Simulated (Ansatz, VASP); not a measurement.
Two plane-wave programs on HfTi2Ge3

```
Hf Ti Ge
1.0
     3.76287    0.00000    0.00000
     0.00000    3.76287    0.00000
     0.00000    0.00000    7.39743
Hf Ti Ge
1 2 3
Direct
  0.50000 0.50000 0.00000
  0.50000 0.00000 0.64482
  0.00000 0.50000 0.35518
  0.50000 0.00000 0.29556
  0.00000 0.50000 0.70444
  0.00000 0.00000 0.00000
```

Change from the starting cell: species swapped into the Hf2GaSb3 type (P-4m2, No. 115).

Alike in both runs: task single point; functional PBE; k mesh 4 × 4 × 4; occupations gaussian, width 0.1 eV; no spin polarisation.

|  | VASP | Ansatz |
| --- | --- | --- |
| version | VASP 6.6.1 | Ansatz 0.2.0 |
| potentials or method | VASP PAW PBE potentials, release 64 (Hf_pv, Ti_sv, Ge_d), cutoff 500 eV | scalar-relativistic, plane waves, PAW |
| valence electrons in the cell | 76 | 92 |

|  | VASP | Ansatz | Ansatz less VASP |
| --- | --- | --- | --- |
| gap on the k mesh at the Fermi level (eV) | none | none | - |
| pressure (GPa) | 0.3 | 0.4 | +0.06 |
| traceless stress, the component that is largest in VASP (GPa) | 1.30 | 1.28 | -0.026 |
| rms of the force components (eV/Å) | 0.044 | 0.044 | 0.0000 |

Atom by atom the forces differ by 0.004 eV/Å (rms over components). A gap of «none» marks a metal or a gap that the smearing closes. VASP's potentials hold 76 valence electrons a cell and Ansatz's 92, so a difference there can come from the potentials and not from the codes.

The k mesh is coarse, so the values compare programs but aren't converged. Spin-orbit coupling is off throughout.
